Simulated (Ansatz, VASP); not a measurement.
**One calculation of Cd, two programs**

```
Cd
1.0
     2.97887    0.00000    0.00000
    -1.48944    2.57978    0.00000
     0.00000    0.00000    5.61765
Cd
2
Direct
  0.33333 0.66667 0.25000
  0.66667 0.33333 0.75000
```

Alike in both runs: task single point; functional RPBE; k mesh 6 × 6 × 4; occupations gaussian, width 0.1 eV; no spin polarisation.

|  | VASP | Ansatz |
| --- | --- | --- |
| version | VASP 6.6.1 | Ansatz 0.2.0 |
| potentials or method | VASP PAW PBE potentials, release 64 (Cd), cutoff 500 eV | scalar-relativistic, plane waves, PAW |
| valence electrons in the cell | 24 | 40 |

```tsv
	VASP	Ansatz	Ansatz less VASP
gap on the k mesh at the Fermi level (eV)	none	none	-
pressure (GPa)	6.9	6.6	-0.33
traceless stress, the component that is largest in VASP (GPa)	-1.07	-0.94	+0.131
```

VASP's potentials were made for PBE, not for RPBE. A gap of «none» marks a metal or a gap that the smearing closes. VASP's potentials hold 24 valence electrons a cell and Ansatz's 40, so a difference there can come from the potentials and not from the codes.

The k mesh is coarse, so the values compare programs but aren't converged.
